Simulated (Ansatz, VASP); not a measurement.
**SiAs4: VASP beside Ansatz**

```
CELL_PARAMETERS angstrom
-2.99007 2.99007 2.99007
2.99007 -2.99007 2.99007
2.99007 2.99007 -2.99007
ATOMIC_POSITIONS crystal
Si 0.00000 0.00000 0.00000
As 0.00000 0.00000 0.50000
As 0.50000 0.00000 0.00000
As 0.50000 0.50000 0.50000
As 0.00000 0.50000 0.00000
```

Change from the starting cell: species swapped into the NiHg4 type (Im-3m, No. 229).

Alike in both runs: functional PBE; k mesh 10 × 10 × 10; occupations gaussian, width 0.1 eV; no spin polarisation.

Ansatz relaxed the structure, and its values are those at the end. VASP's run is a single point on that final structure, the one shown.

```csv
,VASP,Ansatz
version,VASP 6.6.1,Ansatz 0.2.0
potentials or method,"VASP PAW PBE potentials, release 64 (Si, As), cutoff 520 eV","scalar-relativistic, plane waves, PAW"
valence electrons in the cell,24,64
```

Ansatz gave:

```
gap on the k mesh at the Fermi level (eV) : none
pressure (GPa)                            : 0.0
```

**Question.** Which values does VASP return?

**Answer.** gap on the k mesh at the Fermi level (eV): none; pressure (GPa): 0.1.

A gap of «none» marks a metal or a gap that the smearing closes. VASP's potentials hold 24 valence electrons a cell and Ansatz's 64, so a difference there can come from the potentials and not from the codes.
